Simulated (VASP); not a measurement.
# Ag (Fm-3m) in VASP: a series of runs

Ag is run at these levels: PBE; tasks: single point, relaxation of volume and atoms at fixed shape.

Everything below comes from runs of VASP 6.6.1. Logs are shortened: lines on timing, memory, paths and dates and some standing lists are left out, and cuts for length are marked.

## Step 1: The cell of the first run

Symmetry: Fm-3m, No. 225, cubic system. The conventional cell has a = 4.149 Å, b = 4.149 Å, c = 4.149 Å, α = 90.00°, β = 90.00°, γ = 90.00°. Ag (site symmetry m-3m) has 12 Ag at 2.93 Å within 3.9 Å.

## Step 2: Single point, PBE

File INCAR:

```
SYSTEM = Ag
PREC = Accurate
ENCUT = 500
EDIFF = 1E-6
ISMEAR = 0
SIGMA = 0.05
LREAL = .FALSE.
LASPH = .TRUE.
NELM = 120
ALGO = Normal
ISIF = 2
LWAVE = .FALSE.
LCHARG = .TRUE.
GGA = PE
LELF = .TRUE.
LVHAR = .TRUE.
NBANDS = 30
GGA_COMPAT = .FALSE.
```

File KPOINTS:

```
regular mesh
0
G
  6 6 6
  0 0 0
```

File POSCAR:

```
Ag
1.0
    4.1494362765      0.0000000000      0.0000000000
    0.0000000000      4.1494362765      0.0000000000
    0.0000000000      0.0000000000      4.1494362765
Ag
4
Direct
    0.0000000000      0.0000000000      0.0000000000
    0.0000000000      0.5000000000      0.5000000000
    0.5000000000      0.0000000000      0.5000000000
    0.5000000000      0.5000000000      0.0000000000
```

Potentials or basis: VASP PAW PBE potentials, release 64 (Ag).

Launch:

```console
$ cat potpaw_PBE.64/Ag/POTCAR > POTCAR
$ mpirun -np 1 vasp_std > vasp.out
```

OUTCAR:

```text
SYSTEM = Ag
   PREC = Accurate
   ENCUT = 500
   EDIFF = 1E-6
   ISMEAR = 0
   LREAL = .FALSE.
   LASPH = .TRUE.
   NELM = 120
   ISIF = 2
   GGA = PE

 ion  position               nearest neighbor table
   1  0.000  0.000  0.000-   2 2.93   3 2.93   4 2.93   2 2.93   3 2.93   2 2.93   4 2.93   2 2.93
                             3 2.93   4 2.93   3 2.93   4 2.93
   2  0.000  0.500  0.500-   1 2.93   3 2.93   4 2.93   1 2.93   4 2.93   1 2.93   3 2.93   1 2.93
                             3 2.93   4 2.93   4 2.93   3 2.93
   3  0.500  0.000  0.500-   1 2.93   2 2.93   4 2.93   1 2.93   4 2.93   2 2.93   4 2.93   4 2.93
                             1 2.93   2 2.93   1 2.93   2 2.93
   4  0.500  0.500  0.000-   1 2.93   2 2.93   3 2.93   2 2.93   3 2.93   1 2.93   3 2.93   3 2.93
                             1 2.93   2 2.93   2 2.93   1 2.93

  LATTYP: Found a simple cubic cell.
 ALAT       =     4.1494362765

  Lattice vectors:

 A1 = (   4.1494362765,   0.0000000000,   0.0000000000)
 A2 = (   0.0000000000,   4.1494362765,   0.0000000000)
 A3 = (   0.0000000000,   0.0000000000,   4.1494362765)

Analysis of symmetry for initial positions (statically):
=====================================================================
 Subroutine PRICEL returns following result:

  LATTYP: Found a face centered cubic cell.
 ALAT       =     4.1494362765

  Lattice vectors:

 A1 = (   2.0747181383,  -2.0747181383,   0.0000000000)
 A2 = (   2.0747181383,   0.0000000000,   2.0747181383)
 A3 = (   0.0000000000,  -2.0747181383,   2.0747181383)

   4 primitive cells build up your supercell.

 Routine SETGRP: Setting up the symmetry group for a
 simple cubic supercell.

 Subroutine GETGRP returns: Found 48 space group operations
 (whereof 48 operations were pure point group operations)
 out of a pool of 48 trial point group operations.

The static configuration has the point symmetry O_h .

Analysis of symmetry for dynamics (positions and initial velocities):
=====================================================================
 Subroutine PRICEL returns following result:

  LATTYP: Found a face centered cubic cell.
 ALAT       =     4.1494362765

  Lattice vectors:

 A1 = (   2.0747181383,  -2.0747181383,   0.0000000000)
 A2 = (   2.0747181383,   0.0000000000,   2.0747181383)
 A3 = (   0.0000000000,  -2.0747181383,   2.0747181383)

   4 primitive cells build up your supercell.

 Routine SETGRP: Setting up the symmetry group for a
 simple cubic supercell.

 Subroutine GETGRP returns: Found 48 space group operations
 (whereof 48 operations were pure point group operations)
 out of a pool of 48 trial point group operations.

The dynamic configuration has the point symmetry O_h .

 Subroutine INISYM returns: Found 48 space group operations
 (whereof 48 operations are pure point group operations),
 and found     4 'primitive' translations

----------------------------------------------------------------------------------------

                                     Primitive cell

  volume of cell :      17.8611

  direct lattice vectors                    reciprocal lattice vectors
     2.074718138 -2.074718138  0.000000000     0.240996592 -0.240996592 -0.240996592
     2.074718138  0.000000000  2.074718138     0.240996592  0.240996592  0.240996592
     0.000000000 -2.074718138  2.074718138    -0.240996592 -0.240996592  0.240996592

  length of vectors
     2.934094529  2.934094529  2.934094529     0.417418341  0.417418341  0.417418341

  position of ions in fractional coordinates (direct lattice)
     0.000000000  0.000000000  0.000000000

  ion indices of the primitive-cell ions
   primitive index   ion index
                 1           1

----------------------------------------------------------------------------------------

 KPOINTS: regular mesh

Automatic generation of k-mesh.
 Grid dimensions read from file:
 generate k-points for:    6    6    6

 Generating k-lattice:

  Cartesian coordinates                     Fractional coordinates (reciprocal lattice)
     0.040166099  0.000000000  0.000000000     0.166666667  0.000000000  0.000000000
     0.000000000  0.040166099  0.000000000     0.000000000  0.166666667  0.000000000
     0.000000000  0.000000000  0.040166099     0.000000000  0.000000000  0.166666667

  Length of vectors
     0.040166099  0.040166099  0.040166099

  Shift w.r.t. Gamma in fractional coordinates (k-lattice)
     0.000000000  0.000000000  0.000000000

 Subroutine IBZKPT returns following result:
 ===========================================

 Found     20 irreducible k-points:

 Following reciprocal coordinates:
            Coordinates               Weight
  0.000000  0.000000  0.000000      1.000000
  0.166667  0.000000  0.000000      6.000000
  0.333333  0.000000  0.000000      6.000000
  0.500000  0.000000  0.000000      3.000000
  0.166667  0.166667  0.000000     12.000000
  0.333333  0.166667  0.000000     24.000000
[... 12 lines left out ...]
  0.500000  0.500000  0.333333      6.000000
  0.500000  0.500000  0.500000      1.000000
   k-points           NKPTS =     20   k-points in BZ     NKDIM =     20   number of bands    NBANDS=     30
   number of dos      NEDOS =    301   number of ions     NIONS =      4
   total plane-waves  NPLWV =  27000
   dimension x,y,z NGX =    30 NGY =   30 NGZ =   30
   dimension x,y,z NGXF=    60 NGYF=   60 NGZF=   60
   ions per type =               4
   NGX,Y,Z   is equivalent  to a cutoff of  12.02, 12.02, 12.02 a.u.
   NGXF,Y,Z  is equivalent  to a cutoff of  24.04, 24.04, 24.04 a.u.
 SYSTEM =  Ag
   PREC   = accura    normal or accurate (medium, high low for compatibility)
   ISTART =      0    job   : 0-new  1-cont  2-samecut
   ICHARG =      2    charge: 1-file 2-atom 10-const
   ISPIN  =      1    spin polarized calculation?
   LNONCOLLINEAR =      F non collinear calculations
   LSORBIT =      F    spin-orbit coupling
   LASPH  =      T    aspherical Exc in radial PAW
   ENCUT  =  500.0 eV  36.75 Ry    6.06 a.u.   7.57  7.57  7.57*2*pi/ulx,y,z
   NELM   =    120;   NELMIN=  2; NELMDL= -5     # of ELM steps
   EDIFF  = 0.1E-05   stopping-criterion for ELM
   LREAL  =      F    real-space projection
   EDIFFG = 0.1E-04   stopping-criterion for IOM
   NSW    =      0    number of steps for IOM
   IBRION =     -1    ionic relax: 0-MD 1-quasi-New 2-CG
   NFREE  =      0    steps in history (QN), initial steepest desc. (CG)
   ISIF   =      2    stress and relaxation
   ISYM   =      2    0-nonsym 1-usesym 2-fastsym
   POTIM  = 0.5000    time-step for ionic-motion
   TEBEG  =    0.0;   TEEND  =   0.0 temperature during run
   PSTRESS=    0.0 pullay stress
   NELECT =      44.0000    total number of electrons
   NUPDOWN=      -1.0000    fix difference up-down
   EMIN   =  10.00;   EMAX   =-10.00  energy-range for DOS
   EFERMI =   0.00;   METHOD = LEGACY
   ISMEAR =     0;   SIGMA  =   0.05  broadening in eV -4-tet -1-fermi 0-gaus
   EFERMI_NEDOS =   21; number of points for ismear=-14 and -15
   IALGO  =     38    algorithm
   IMIX   =      4    mixing-type and parameters
     AMIX     =   0.40;   BMIX     =  1.00
     AMIX_MAG =   1.60;   BMIX_MAG =  1.00
  volume/ion in A,a.u.               =      17.86       120.53
  Fermi-wavevector in a.u.,A,eV,Ry     =   1.392847  2.632098 26.395597  1.940022
  Thomas-Fermi vector in A             =   2.516550
   LORBIT       =      0    0 simple, 1 ext, 2 COOP (PROOUT), +10 PAW based schemes
   GGA     = PE    functional components
   LHFCALC =     F    Hartree Fock is set to
   AEXX    =    0.0000 exact exchange contribution
   IVDW    =     0    specifies the selected vdW correction
   LEPSILON=     F    determine dielectric tensor
   LRPA    =     F    only Hartree local field effects (RPA)
 non-spin polarized calculation
 Gauss-broadening in eV      SIGMA  =   0.05
  energy-cutoff  :      500.00
  volume of cell :       71.44
 maximum number of plane-waves:      1856
   NGX = 15   NGY = 15   NGZ = 15

 number of electron      44.0000049 magnetization

 Free energy of the ion-electron system (eV)
  ---------------------------------------------------
  ext. energy  EPLUGINS =         0.00000000
  ---------------------------------------------------
  free energy    TOTEN  =       -10.85290472 eV

  energy without entropy =      -10.84734176  energy(sigma->0) =      -10.85012324

 E-fermi :   7.7747     XC(G=0): -11.9346

 val. band max:        7.5766636133   @ k =   0.3333   0.3333   0.0000
 cond. band min:       7.7920044063   @ k =   0.3333   0.3333   0.1667
 fundamental gap:      0.2153407930
 Fermi energy:         7.7747235400

 k-point     1 :       0.0000    0.0000    0.0000
  band No.  band energies     occupation
      1       0.3684      2.00000
      2       1.6548      2.00000
      3       1.6548      2.00000
      4       1.6548      2.00000
      5       1.7784      2.00000
      6       1.7784      2.00000
[... 22 lines left out ...]
     29      18.2317      0.00000
     30      18.2317      0.00000

 k-point     2 :       0.1667    0.0000    0.0000
  band No.  band energies     occupation
      1       0.6454      2.00000
      2       1.7625      2.00000
      3       1.7955      2.00000
      4       1.7955      2.00000
      5       1.8618      2.00000
      6       1.9076      2.00000
[... 22 lines left out ...]
     29      17.3837      0.00000
     30      17.4480      0.00000

 k-point     3 :       0.3333    0.0000    0.0000
  band No.  band energies     occupation
      1       1.3955      2.00000
      2       2.0178      2.00000
      3       2.0953      2.00000
      4       2.1344      2.00000
      5       2.1344      2.00000
      6       2.2919      2.00000
[... 22 lines left out ...]
     29      16.2720      0.00000
     30      16.2720      0.00000

 k-point     4 :       0.5000    0.0000    0.0000
  band No.  band energies     occupation
      1       2.0867      2.00000
      2       2.0867      2.00000
      3       2.3548      2.00000
      4       2.3548      2.00000
      5       2.4293      2.00000
      6       2.4293      2.00000
[... 484 lines left out ...]
     29      21.7069      0.00000
     30      21.7070      0.00000

 k-point    19 :       0.5000    0.5000    0.3333
  band No.  band energies     occupation
      1       1.8230      2.00000
      2       1.8230      2.00000
      3       1.8230      2.00000
      4       1.8230      2.00000
      5       3.0970      2.00000
      6       3.0970      2.00000
[... 22 lines left out ...]
     29      22.5056      0.00000
     30      22.5056      0.00000

 k-point    20 :       0.5000    0.5000    0.5000
  band No.  band energies     occupation
      1       1.6887      2.00000
      2       1.6887      2.00000
      3       1.6887      2.00000
      4       1.6887      2.00000
      5       3.1400      2.00000
      6       3.1400      2.00000
[... 22 lines left out ...]
     29      22.9449      0.00000
     30      22.9449      0.00000

------------------------ aborting loop because EDIFF is reached ----------------------------------------

  FORCE on cell =-STRESS in cart. coord.  units (eV):
  Direction    XX          YY          ZZ          XY          YZ          ZX
  --------------------------------------------------------------------------------------
  -------------------------------------------------------------------------------------
  Total       -0.0458455     -0.0458455     -0.0458455      0.0000000      0.0000000     -0.0000000
  in kB       -1.0281119     -1.0281119     -1.0281119      0.0000000      0.0000000     -0.0000000
  external PRESSURE =      -1.0281119 kB  Pullay stress =       0.0000000 kB

 VOLUME and BASIS-vectors are now :
 -----------------------------------------------------------------------------
  energy-cutoff  :      500.00
  volume of cell :       71.44
      direct lattice vectors                 reciprocal lattice vectors
     4.149436277  0.000000000  0.000000000     0.240996592  0.000000000  0.000000000
     0.000000000  4.149436277  0.000000000     0.000000000  0.240996592  0.000000000
     0.000000000  0.000000000  4.149436277     0.000000000  0.000000000  0.240996592

 POSITION                                       TOTAL-FORCE (eV/Angst)
 -----------------------------------------------------------------------------------
      0.00000      0.00000      0.00000         0.000000      0.000000     -0.000000
      0.00000      2.07472      2.07472         0.000000     -0.000000      0.000000
      2.07472      0.00000      2.07472        -0.000000      0.000000     -0.000000
      2.07472      2.07472      0.00000        -0.000000     -0.000000      0.000000
 -----------------------------------------------------------------------------------
    total drift:                                0.000000      0.000000     -0.000000

  FREE ENERGIE OF THE ION-ELECTRON SYSTEM (eV)
  ---------------------------------------------------
  free  energy   TOTEN  =       -10.8529047223 eV

  energy  without entropy=      -10.8473417588  energy(sigma->0) =      -10.85012324
```

It took 62 s on 1 thread of Intel Xeon 8259CL, shared host; peak memory 0.18 GiB.

What came out:

| Property | Result |
| --- | --- |
| Free energy | -10.8529 eV |
| Pressure | -0.1 GPa |
| Band gap on the k mesh | zero (band 22 reaches 9.45 eV, above the bottom of band 23 at 7.22 eV) |

## Step 3: Relaxation of volume and atoms at fixed shape, PBE

This run uses another cell than the first one, of 17.10 Å³/atom, 0.958 times its volume.

File INCAR:

```
SYSTEM = Ag
ALGO = Normal
EDIFF = 1E-7
EDIFFG = -0.03
ENCUT = 500
GGA = PE
GGA_COMPAT = .FALSE.
IBRION = 2
ISIF = 8
ISMEAR = 0
LASPH = .TRUE.
LCHARG = .FALSE.
LREAL = .FALSE.
LWAVE = .FALSE.
NELM = 120
NELMIN = 4
NSW = 80
PREC = Accurate
SIGMA = 0.05
```

File KPOINTS:

```
k-points
0
G
  6 6 6
  0 0 0
```

File POSCAR:

```
Ag
1.0
    4.0900000000      0.0000000000      0.0000000000
    0.0000000000      4.0900000000      0.0000000000
    0.0000000000      0.0000000000      4.0900000000
Ag
4
Direct
    0.0000000000      0.0000000000      0.0000000000
    0.0000000000      0.5000000000      0.5000000000
    0.5000000000      0.0000000000      0.5000000000
    0.5000000000      0.5000000000      0.0000000000
```

Potentials or basis: VASP PAW PBE potentials, release 64 (Ag).

Launch:

```console
$ cat potpaw_PBE.64/Ag/POTCAR > POTCAR
$ mpirun -np 1 vasp_std > vasp.out
```

Wall time 1.9 min (1 thread of Intel Xeon 8259CL, shared host); peak memory 0.18 GiB.

Results (log left out):

```
Free energy                            : -10.8523 eV
Relaxed volume                         : 17.85 Å³/atom
Relaxed cell                           : a = 4.148 Å, b = 4.148 Å, c = 4.148 Å, α = 90.00°, β = 90.00°, γ = 90.00°
Space group after relaxing (to 0.05 Å) : Fm-3m (No. 225)
Energy gained by relaxing              : 9.7 meV/atom
Ionic steps                            : 3
Pressure after relaxing                : 0.0 GPa
Band gap on the k mesh                 : zero (band 22 reaches 9.46 eV, above the bottom of band 23 at 7.23 eV)
```

The path:
| step | energy change (eV) | largest force (eV/Å) | pressure (GPa) | volume (Å³) |
| --- | --- | --- | --- | --- |
| 1 | 0.0000 | 0.0000 | 4.38 | 68.42 |
| 2 | -0.0267 | 0.0000 | -2.08 | 73.16 |
| 3 | -0.0386 | 0.0000 | 0.00 | 71.38 |

Final structure:
```xyz
4
Lattice="4.1482 0.0000 0.0000 0.0000 4.1482 0.0000 0.0000 0.0000 4.1482" Properties=species:S:1:pos:R:3 pbc="T T T"
Ag    0.0000    0.0000    0.0000
Ag    0.0000    2.0741    2.0741
Ag    2.0741    0.0000    2.0741
Ag    2.0741    2.0741    0.0000
```

Levels at points of the mesh, in eV from the Fermi level:
| k point | band 19 | band 20 | band 21 | band 22 | band 23 | band 24 | band 25 | band 26 |
| --- | --- | --- | --- | --- | --- | --- | --- | --- |
| (0.00, 0.00, 0.00) | -2.74 | -2.74 | -2.74 | 1.67 | 1.67 | 1.67 | 6.42 | 6.42 |
| (0.50, 0.00, 0.00) | -3.32 | -3.32 | -2.74 | -2.74 | 5.81 | 5.81 | 5.81 | 5.81 |
| (0.50, 0.50, 0.00) | -3.65 | -3.65 | -0.55 | -0.55 | -0.55 | -0.55 | 9.02 | 9.02 |
| (0.50, 0.50, 0.50) | -2.93 | -2.93 | -0.25 | -0.25 | -0.25 | -0.25 | 3.38 | 3.38 |
